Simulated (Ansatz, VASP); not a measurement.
**CdTe in VASP and in Ansatz**

```
Cd Te
1.0
     0.00000    3.31002    3.31002
     3.31002    0.00000    3.31002
     3.31002    3.31002    0.00000
Cd Te
1 1
Direct
  0.00000 0.00000 0.00000
  0.25000 0.25000 0.25000
```

Alike in both runs: functional PBE; k mesh 6 × 6 × 6; occupations gaussian, width 0.02 eV; no spin polarisation.

Ansatz relaxed the structure, and its values are those at the end. VASP's run is a single point on that final structure, the one shown.

|  | VASP | Ansatz |
| --- | --- | --- |
| version | VASP 6.6.1 | Ansatz 0.2.0 |
| potentials or method | VASP PAW PBE potentials, release 64 (Cd, Te), cutoff 520 eV | scalar-relativistic, plane waves, PAW |
| valence electrons in the cell | 18 | 36 |

|  | VASP | Ansatz | Ansatz less VASP |
| --- | --- | --- | --- |
| gap on the k mesh at the Fermi level (eV) | 0.58 | 0.58 | +0.003 |
| least direct gap on the mesh (eV) | 0.58 | 0.58 | +0.003 |
| pressure (GPa) | 0.1 | 0.0 | -0.11 |

The functional is the same, so the differences come from potentials, cutoffs and numerics. VASP's potentials hold 18 valence electrons a cell and Ansatz's 36, so a difference there can come from the potentials and not from the codes.

Neither program's run includes spin-orbit coupling.
